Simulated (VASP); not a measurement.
# Sn (Fd-3m) in VASP: further runs, part 3 of 3

VASP 6.6.1.

### 4 Single point, r2SCAN

This run uses another cell than the first one, of 27.48 Å³/atom.

Contents of POSCAR:

```
Sn
1.0
    0.0000000000      3.0176539153      3.0176539153
    3.0176539153      0.0000000000      3.0176539153
    3.0176539153      3.0176539153      0.0000000000
Sn
2
Direct
    0.0000000000      0.0000000000      0.0000000000
    0.2500000000      0.2500000000      0.2500000000
```

Contents of INCAR.step1:

```
SYSTEM = Sn
PREC = Accurate
ENCUT = 520
ISMEAR = 0
SIGMA = 0.1
LREAL = .FALSE.
LASPH = .TRUE.
NELM = 60
NBANDS = 21
GGA = PE
ALGO = Normal
EDIFF = 1E-4
LWAVE = .TRUE.
LCHARG = .FALSE.
```

Contents of INCAR.step2:

```
SYSTEM = Sn
PREC = Accurate
ENCUT = 520
EDIFF = 1E-6
ISMEAR = 0
SIGMA = 0.1
LREAL = .FALSE.
LASPH = .TRUE.
NELM = 60
ALGO = Normal
ISIF = 2
LWAVE = .FALSE.
LCHARG = .FALSE.
METAGGA = R2SCAN
LMIXTAU = .TRUE.
NBANDS = 21
ISTART = 1
```

Contents of KPOINTS:

```
Automatic mesh
0
G
  12 12 12
  0 0 0
```

Potentials or basis: VASP PAW PBE potentials, release 64 (Sn_d).

Command:

```bash
cat potpaw_PBE.64/Sn_d/POTCAR > POTCAR
cp INCAR.step1 INCAR
mpirun -np 1 vasp_std > vasp.out
cp INCAR.step2 INCAR
mpirun -np 1 vasp_std > vasp.out
```

OUTCAR:

```text
SYSTEM = Sn
   PREC = Accurate
   ENCUT = 520
   EDIFF = 1E-6
   ISMEAR = 0
   LREAL = .FALSE.
   LASPH = .TRUE.
   NELM = 60
   ISIF = 2
   METAGGA = R2SCAN
   ISTART = 1

 ion  position               nearest neighbor table
   1  0.000  0.000  0.000-   2 2.61   2 2.61   2 2.61   2 2.61
   2  0.250  0.250  0.250-   1 2.61   1 2.61   1 2.61   1 2.61

  LATTYP: Found a face centered cubic cell.
 ALAT       =     6.0353078306

  Lattice vectors:

 A1 = (   0.0000000000,   3.0176539153,   3.0176539153)
 A2 = (   3.0176539153,   0.0000000000,   3.0176539153)
 A3 = (   3.0176539153,   3.0176539153,   0.0000000000)

Analysis of symmetry for initial positions (statically):
=====================================================================
 Subroutine PRICEL returns:
 Original cell was already a primitive cell.

 Routine SETGRP: Setting up the symmetry group for a
 face centered cubic supercell.

 Subroutine GETGRP returns: Found 48 space group operations
 (whereof 24 operations were pure point group operations)
 out of a pool of 48 trial point group operations.

The static configuration has the point symmetry T_d .
 The point group associated with its full space group is O_h .

Analysis of symmetry for dynamics (positions and initial velocities):
=====================================================================
 Subroutine PRICEL returns:
 Original cell was already a primitive cell.

 Routine SETGRP: Setting up the symmetry group for a
 face centered cubic supercell.

 Subroutine GETGRP returns: Found 48 space group operations
 (whereof 24 operations were pure point group operations)
 out of a pool of 48 trial point group operations.

The dynamic configuration has the point symmetry T_d .
 The point group associated with its full space group is O_h .

 Subroutine INISYM returns: Found 48 space group operations
 (whereof 24 operations are pure point group operations),
 and found     1 'primitive' translations

----------------------------------------------------------------------------------------

                                     Primitive cell

  volume of cell :      54.9589

  direct lattice vectors                    reciprocal lattice vectors
     0.000000000  3.017653915  3.017653915    -0.165691631  0.165691631  0.165691631
     3.017653915  0.000000000  3.017653915     0.165691631 -0.165691631  0.165691631
     3.017653915  3.017653915  0.000000000     0.165691631  0.165691631 -0.165691631

  length of vectors
     4.267607094  4.267607094  4.267607094     0.286986324  0.286986324  0.286986324

  position of ions in fractional coordinates (direct lattice)
     0.000000000  0.000000000  0.000000000
     0.250000000  0.250000000  0.250000000

  ion indices of the primitive-cell ions
   primitive index   ion index
                 1           1
                 2           2

----------------------------------------------------------------------------------------

 KPOINTS: Automatic mesh

Automatic generation of k-mesh.
 Grid dimensions read from file:
 generate k-points for:   12   12   12

 Generating k-lattice:

  Cartesian coordinates                     Fractional coordinates (reciprocal lattice)
    -0.013807636  0.013807636  0.013807636     0.083333333  0.000000000  0.000000000
     0.013807636 -0.013807636  0.013807636     0.000000000  0.083333333  0.000000000
     0.013807636  0.013807636 -0.013807636     0.000000000  0.000000000  0.083333333

  Length of vectors
     0.023915527  0.023915527  0.023915527

  Shift w.r.t. Gamma in fractional coordinates (k-lattice)
     0.000000000  0.000000000  0.000000000

 Subroutine IBZKPT returns following result:
 ===========================================

 Found     72 irreducible k-points:

 Following reciprocal coordinates:
            Coordinates               Weight
  0.000000  0.000000  0.000000      1.000000
  0.083333  0.000000  0.000000      8.000000
  0.166667  0.000000  0.000000      8.000000
  0.250000  0.000000  0.000000      8.000000
  0.333333  0.000000  0.000000      8.000000
  0.416667  0.000000  0.000000      8.000000
[... 16 lines left out ...]
  0.500000  0.166667  0.000000     24.000000
 -0.416667  0.166667  0.000000     24.000000
 [... further k-points ...]
   k-points           NKPTS =     72   k-points in BZ     NKDIM =     72   number of bands    NBANDS=     21
   number of dos      NEDOS =    301   number of ions     NIONS =      2
   total plane-waves  NPLWV =  32768
   dimension x,y,z NGX =    32 NGY =   32 NGZ =   32
   dimension x,y,z NGXF=    64 NGYF=   64 NGZF=   64
   ions per type =               2
   NGX,Y,Z   is equivalent  to a cutoff of  12.47, 12.47, 12.47 a.u.
   NGXF,Y,Z  is equivalent  to a cutoff of  24.93, 24.93, 24.93 a.u.
 SYSTEM =  Sn
   PREC   = accura    normal or accurate (medium, high low for compatibility)
   ISTART =      1    job   : 0-new  1-cont  2-samecut
   ICHARG =      0    charge: 1-file 2-atom 10-const
   ISPIN  =      1    spin polarized calculation?
   LNONCOLLINEAR =      F non collinear calculations
   LSORBIT =      F    spin-orbit coupling
   LASPH  =      T    aspherical Exc in radial PAW
   ENCUT  =  520.0 eV  38.22 Ry    6.18 a.u.   7.93  7.93  7.93*2*pi/ulx,y,z
   NELM   =     60;   NELMIN=  2; NELMDL=  0     # of ELM steps
   EDIFF  = 0.1E-05   stopping-criterion for ELM
   LREAL  =      F    real-space projection
   EDIFFG = 0.1E-04   stopping-criterion for IOM
   NSW    =      0    number of steps for IOM
   IBRION =     -1    ionic relax: 0-MD 1-quasi-New 2-CG
   NFREE  =      0    steps in history (QN), initial steepest desc. (CG)
   ISIF   =      2    stress and relaxation
   ISYM   =      2    0-nonsym 1-usesym 2-fastsym
   POTIM  = 0.5000    time-step for ionic-motion
   TEBEG  =    0.0;   TEEND  =   0.0 temperature during run
   PSTRESS=    0.0 pullay stress
   NELECT =      28.0000    total number of electrons
   NUPDOWN=      -1.0000    fix difference up-down
   EMIN   =  10.00;   EMAX   =-10.00  energy-range for DOS
   EFERMI =   0.00;   METHOD = LEGACY
   ISMEAR =     0;   SIGMA  =   0.10  broadening in eV -4-tet -1-fermi 0-gaus
   EFERMI_NEDOS =   21; number of points for ismear=-14 and -15
   IALGO  =     38    algorithm
   IMIX   =      4    mixing-type and parameters
     AMIX     =   0.40;   BMIX     =  1.00
     AMIX_MAG =   1.60;   BMIX_MAG =  1.00
  volume/ion in A,a.u.               =      27.48       185.44
  Fermi-wavevector in a.u.,A,eV,Ry     =   1.307519  2.470853 23.260608  1.709606
  Thomas-Fermi vector in A             =   2.438248
   LORBIT       =      0    0 simple, 1 ext, 2 COOP (PROOUT), +10 PAW based schemes
   METAGGA = R2SCAN    functional components
   LHFCALC =     F    Hartree Fock is set to
   AEXX    =    0.0000 exact exchange contribution
   IVDW    =     0    specifies the selected vdW correction
   LEPSILON=     F    determine dielectric tensor
   LRPA    =     F    only Hartree local field effects (RPA)
 non-spin polarized calculation
 Gauss-broadening in eV      SIGMA  =   0.10
  energy-cutoff  :      520.00
  volume of cell :       54.96
 maximum number of plane-waves:      1492
   NGX = 15   NGY = 15   NGZ = 15

 number of electron      28.0000005 magnetization

 Free energy of the ion-electron system (eV)
  ---------------------------------------------------
  ext. energy  EPLUGINS =         0.00000000
  ---------------------------------------------------
  free energy    TOTEN  =       -48.71661951 eV

  energy without entropy =      -48.71661346  energy(sigma->0) =      -48.71661648

 E-fermi :   8.4437     XC(G=0): -10.6769

 val. band max:        8.2561875815   @ k =   0.0000   0.0000   0.0000
 cond. band min:       8.6479979952   @ k =   0.4167   0.4167   0.0000
 fundamental gap:      0.3918104137
 Fermi energy:         8.4437392534

 k-point     1 :       0.0000    0.0000    0.0000
  band No.  band energies     occupation
      1     -14.8173      2.00000
      2     -14.8172      2.00000
      3     -14.8172      2.00000
      4     -14.7146      2.00000
      5     -14.7146      2.00000
      6     -14.1498      2.00000
[... 13 lines left out ...]
     20      17.0237      0.00000
     21      17.0239      0.00000
[... 529 lines left out ...]
 k-point    24 :      -0.4167    0.1667    0.0000
  band No.  band energies     occupation
      1     -14.9272      2.00000
      2     -14.8979      2.00000
      3     -14.7165      2.00000
      4     -14.5681      2.00000
      5     -14.5461      2.00000
      6     -14.3050      2.00000
[... 13 lines left out ...]
     20      16.9447      0.00000
     21      17.2745      0.00000

 [... further k-points ...]

------------------------ aborting loop because EDIFF is reached ----------------------------------------

  FORCE on cell =-STRESS in cart. coord.  units (eV):
  Direction    XX          YY          ZZ          XY          YZ          ZX
  --------------------------------------------------------------------------------------
  -------------------------------------------------------------------------------------
  Total        6.8477253      6.8477253      6.8477253     -0.0000000     -0.0000000     -0.0000000
  in kB      199.6267004    199.6267004    199.6267004     -0.0000000     -0.0000000     -0.0000000
  external PRESSURE =     199.6267004 kB  Pullay stress =       0.0000000 kB

 VOLUME and BASIS-vectors are now :
 -----------------------------------------------------------------------------
  energy-cutoff  :      520.00
  volume of cell :       54.96
      direct lattice vectors                 reciprocal lattice vectors
     0.000000000  3.017653915  3.017653915    -0.165691631  0.165691631  0.165691631
     3.017653915  0.000000000  3.017653915     0.165691631 -0.165691631  0.165691631
     3.017653915  3.017653915  0.000000000     0.165691631  0.165691631 -0.165691631

 POSITION                                       TOTAL-FORCE (eV/Angst)
 -----------------------------------------------------------------------------------
      0.00000      0.00000      0.00000        -0.000000      0.000000      0.000000
      1.50883      1.50883      1.50883         0.000000     -0.000000     -0.000000
 -----------------------------------------------------------------------------------
    total drift:                               -0.000000      0.000000      0.000000

  FREE ENERGIE OF THE ION-ELECTRON SYSTEM (eV)
  ---------------------------------------------------
  free  energy   TOTEN  =       -48.7166195094 eV

  energy  without entropy=      -48.7166134554  energy(sigma->0) =      -48.71661648
```

OUTCAR.step1:

```text
SYSTEM = Sn
   PREC = Accurate
   ENCUT = 520
   ISMEAR = 0
   LREAL = .FALSE.
   LASPH = .TRUE.
[... 799 lines left out ...]
      0.00000      0.00000      0.00000        -0.000000     -0.000000     -0.000000
      1.50883      1.50883      1.50883         0.000000      0.000000      0.000000
 -----------------------------------------------------------------------------------
    total drift:                               -0.000000      0.000000      0.000000

  FREE ENERGIE OF THE ION-ELECTRON SYSTEM (eV)
  ---------------------------------------------------
  free  energy   TOTEN  =        -6.7551149091 eV

  energy  without entropy=       -6.7550300246  energy(sigma->0) =       -6.75507247
```

OSZICAR.step1:

```text
N       E                     dE             d eps       ncg     rms          rms(c)
DAV:   1     0.231346490602E+03    0.23135E+03   -0.14527E+04  3084   0.208E+03
DAV:   2     0.179385246767E+02   -0.21341E+03   -0.20843E+03  3039   0.463E+02
DAV:   3    -0.608885541418E+01   -0.24027E+02   -0.23878E+02  3514   0.141E+02
DAV:   4    -0.685865492744E+01   -0.76980E+00   -0.76936E+00  3492   0.279E+01
DAV:   5    -0.688873180364E+01   -0.30077E-01   -0.30076E-01  4405   0.516E+00    0.445E+00
DAV:   6    -0.679638530713E+01    0.92346E-01   -0.38504E-02  4006   0.215E+00    0.260E+00
DAV:   7    -0.675272165760E+01    0.43664E-01   -0.69119E-02  3672   0.249E+00    0.182E-01
DAV:   8    -0.675491107419E+01   -0.21894E-02   -0.70601E-03  3439   0.807E-01    0.495E-02
DAV:   9    -0.675510282807E+01   -0.19175E-03   -0.30240E-04  2878   0.145E-01    0.120E-02
DAV:  10    -0.675511490905E+01   -0.12081E-04   -0.29431E-05  2292   0.496E-02
   1 F= -.67551149E+01 E0= -.67550725E+01  d E =-.848845E-04
```

It took 2.4 min on 1 thread of AMD EPYC 9R45 (Zen 5), shared host; peak memory 0.19 GiB.

Results:

| Quantity | Value |
| --- | --- |
| Free energy | -48.7166 eV |
| Pressure | 20.0 GPa |
| Band gap on the k mesh | 0.39 eV (least direct gap 1.32 eV) |

Caveat: the cell stands under pressure; semilocal functionals underestimate gaps, and a narrow one can read as zero; the PAW data sets were made with another functional, which shifts forces and pressure a little; spin-orbit coupling is left out, which moves the levels of the heavy elements.

### 5 Single point, r2SCAN

This run uses another cell than the first one, of 27.48 Å³/atom.

POSCAR is that of step 4.

Contents of INCAR.step1:

```
ALGO     = Normal         # electronic algorithm
EDIFF    = 1E-4           # SCF threshold, eV
ENCUT    = 520            # plane-wave cutoff, eV
GGA      = PE             # functional
ISMEAR   = 0              # smearing method
LASPH    = True           # aspherical terms in the spheres
LCHARG   = False          # write CHGCAR
LREAL    = False          # projectors in reciprocal space
LWAVE    = True           # write WAVECAR
NBANDS   = 21             # bands
NELM     = 100            # most SCF steps
PREC     = Accurate       # precision mode
SIGMA    = 0.1            # smearing width, eV
```

Contents of INCAR.step2:

```
ALGO     = Normal         # electronic algorithm
EDIFF    = 1E-7           # SCF threshold, eV
ENCUT    = 520            # plane-wave cutoff, eV
ISIF     = 2              # what is computed and relaxed
ISMEAR   = 0              # smearing method
ISTART   = 1            
LASPH    = True           # aspherical terms in the spheres
LCHARG   = True           # write CHGCAR
LELF     = True           # ELF
LMIXTAU  = True         
LREAL    = False          # projectors in reciprocal space
LVHAR    = True         
LWAVE    = False          # write WAVECAR
METAGGA  = R2SCAN         # meta-GGA
NBANDS   = 21             # bands
NELM     = 100            # most SCF steps
PREC     = Accurate       # precision mode
SIGMA    = 0.1            # smearing width, eV
```

Contents of KPOINTS:

```
k-points
0
Gamma
  12 12 12
```

Command:

```bash
cat potpaw_PBE.64/Sn_d/POTCAR > POTCAR
cp INCAR.step1 INCAR
mpirun -np 1 vasp_std > vasp.out
cp INCAR.step2 INCAR
mpirun -np 1 vasp_std > vasp.out
```

Wall time 2.9 min (1 thread of AMD EPYC 9R45 (Zen 5), shared host); peak memory 0.19 GiB.

Results (log left out):

| Property | Result |
| --- | --- |
| Free energy | -48.7166 eV |
| Pressure | 20.0 GPa |
| Band gap on the k mesh | 0.39 eV (least direct gap 1.32 eV) |

Levels at points of the mesh, in eV from the valence-band top:
```csv
k point,band 12,band 13,band 14,band 15,band 16,band 17
"(0.00, 0.00, 0.00)",0.00,0.00,0.00,1.32,2.16,2.16
"(0.50, 0.00, 0.00)",-7.73,-1.69,-1.69,0.68,3.36,3.36
"(0.50, 0.50, 0.00)",-8.81,-3.56,-3.56,0.58,0.58,9.63
```

Caveat: the cell stands under pressure; semilocal functionals underestimate gaps, and a narrow one can read as zero; the PAW data sets were made with another functional, which shifts forces and pressure a little; spin-orbit coupling is left out, which moves the levels of the heavy elements.

### 6 Single point, r2SCAN

This run uses another cell than the first one, of 30.20 Å³/atom.

Contents of POSCAR:

```
Sn
1.0
    0.0000000000      3.1139568345      3.1139568345
    3.1139568345      0.0000000000      3.1139568345
    3.1139568345      3.1139568345      0.0000000000
Sn
2
Direct
    0.0000000000      0.0000000000      0.0000000000
    0.2500000000      0.2500000000      0.2500000000
```

Contents of INCAR.step1:

```
SYSTEM = Sn
PREC = Accurate
ENCUT = 520
ISMEAR = 0
SIGMA = 0.1
LREAL = .False.
LASPH = .True.
NELM = 60
NBANDS = 21
GGA = PE
ALGO = Normal
EDIFF = 1E-4
LWAVE = .True.
LCHARG = .False.
```

Contents of INCAR.step2:

```
SYSTEM = Sn
PREC = Accurate
ENCUT = 520
EDIFF = 1E-6
ISMEAR = 0
SIGMA = 0.1
LREAL = .False.
LASPH = .True.
NELM = 60
ALGO = Normal
ISIF = 2
LWAVE = .False.
LCHARG = .True.
METAGGA = R2SCAN
LMIXTAU = .True.
LELF = .True.
LVHAR = .True.
NBANDS = 21
ISTART = 1
```

Contents of KPOINTS:

```
regular mesh
0
Gamma
  12 12 12
  0 0 0
```

Potentials or basis: VASP PAW PBE potentials, release 64 (Sn_d).

Command:

```bash
cat potpaw_PBE.64/Sn_d/POTCAR > POTCAR
cp INCAR.step1 INCAR
mpirun -np 1 vasp_std > vasp.out
cp INCAR.step2 INCAR
mpirun -np 1 vasp_std > vasp.out
```

Wall time 3.7 min (1 thread of AMD EPYC 9R45 (Zen 5), shared host); peak memory 0.22 GiB.

Results (log left out):

```yaml
Free_energy: -49.2141 eV
Pressure: 10.0 GPa
Band_gap_on_the_k_mesh: 0.43 eV (least direct gap 0.58 eV)
```

Levels at points of the mesh, in eV from the valence-band top:
| k point | band 11 | band 12 | band 13 | band 14 | band 15 | band 16 | band 17 | band 18 |
| --- | --- | --- | --- | --- | --- | --- | --- | --- |
| (0.00, 0.00, 0.00) | -12.08 | 0.00 | 0.00 | 0.00 | 0.58 | 2.20 | 2.20 | 2.20 |
| (0.50, 0.00, 0.00) | -10.07 | -7.18 | -1.50 | -1.50 | 0.43 | 3.38 | 3.38 | 5.84 |
| (0.50, 0.50, 0.00) | -8.36 | -8.36 | -3.15 | -3.15 | 0.75 | 0.75 | 8.99 | 8.99 |

Caveat: the cell stands under pressure; semilocal functionals underestimate gaps, and a narrow one can read as zero; the PAW data sets were made with another functional, which shifts forces and pressure a little; spin-orbit coupling is left out, which moves the levels of the heavy elements.

### 7 The runs side by side

| cell | gap on the mesh (eV) | pressure (GPa) |
| --- | --- | --- |
| a = 4.092 Å, angles 60.0°, 2 atoms | - | 40.2 |
| a = 4.268 Å, angles 60.0°, 2 atoms | 0.39 | 20.0 |
| a = 4.404 Å, angles 60.0°, 2 atoms | 0.43 | 10.0 |

Alike in all rows: task single point; level r2SCAN; potentials or basis VASP PAW PBE potentials, release 64 (Sn_d); no spin polarisation; k mesh 12 × 12 × 12; cutoff (eV) 520; smearing gaussian 0.1 eV.

Caveats: the cell stands under pressure; the PAW data sets were made with another functional, which shifts forces and pressure a little; spin-orbit coupling is left out, which moves the levels of the heavy elements; semilocal functionals underestimate gaps, and a narrow one can read as zero (at least some runs).

Absolute energies hang on the potentials; compare differences alone.
